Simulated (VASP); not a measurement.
Input of a VASP 6.6.1 run:

The input INCAR:

```
SYSTEM = HfO2
ALGO = Normal ; EDIFF = 1E-6
ENCUT = 520 ; GGA = PE
ISIF = 2 ; ISMEAR = 0
LASPH = .True. ; LCHARG = .True.
LELF = .True. ; LREAL = .False.
LVHAR = .True. ; LWAVE = .False.
NBANDS = 31 ; NELM = 80
PREC = Accurate ; SIGMA = 0.01
```

The input KPOINTS:

```
k-points
0
Gamma
  4 4 4
  0 0 0
```

POSCAR

```
HfO2
1.0
    3.5580193300      0.0000000000      0.0000000000
    0.0000000000      3.5580193300      0.0000000000
    0.0000000000      0.0000000000      5.1718612100
Hf O
2 4
Direct
    0.5000000000      0.5000000000      0.5000000000
    0.0000000000      0.0000000000      0.0000000000
    0.0000000000      0.5000000000      0.6972078800
    0.5000000000      0.0000000000      0.8027921200
    0.5000000000      0.0000000000      0.3027921200
    0.0000000000      0.5000000000      0.1972078800
```

Potentials or basis: VASP PAW PBE potentials, release 64 (Hf_pv, O).

The run is started by

```console
$ cat potpaw_PBE.64/Hf_pv/POTCAR potpaw_PBE.64/O/POTCAR > POTCAR
$ mpirun -np 1 vasp_std > vasp.out
```

Predict the largest force.

0.099 eV/Å.

What does it give for the pressure?

6.5 GPa.

Estimate the band gap on the k mesh.

4.75 eV (least direct gap 4.83 eV).

Forces on the atoms (eV/Å):
```
Hf   0.000  0.000  0.000
Hf   0.000  0.000  0.000
O    0.000  0.000  0.099
O    0.000  0.000 -0.099
O    0.000  0.000 -0.099
O    0.000  0.000  0.099
```

Caveat: the k points lie up to 0.44 Å⁻¹ apart; spin-orbit coupling is left out, which moves the levels of the heavy elements. A k mesh can miss the band edges.
